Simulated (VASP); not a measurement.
Input of a VASP 6.6.1 run:

INCAR

```
PREC = Accurate
ENCUT = 520
EDIFF = 1E-6
ISMEAR = -1
SIGMA = 0.05
LREAL = F
LASPH = T
NELM = 60
ALGO = Normal
ISIF = 2
LWAVE = F
LCHARG = F
GGA = PE
NBANDS = 15
```

KPOINTS

```
regular mesh
0
Gamma
  8 8 8
```

File POSCAR:

```
CaSe
1.0
    0.0000000000      2.9410895688      2.9410895688
    2.9410895688      0.0000000000      2.9410895688
    2.9410895688      2.9410895688      0.0000000000
Se Ca
1 1
Direct
    0.5000000000      0.5000000000      0.5000000000
    0.0000000000      0.0000000000      0.0000000000
```

Potentials or basis: VASP PAW PBE potentials, release 64 (Se, Ca_sv).

Launch:

```bash
$ cat potpaw_PBE.64/Se/POTCAR potpaw_PBE.64/Ca_sv/POTCAR > POTCAR
$ mpirun -np 1 vasp_std > vasp.out
```

(1) Estimate the band gap on the k mesh.

(2) Estimate the pressure.

Results:

(1) 1.98 eV (least direct gap 2.93 eV).

(2) 2.2 GPa.
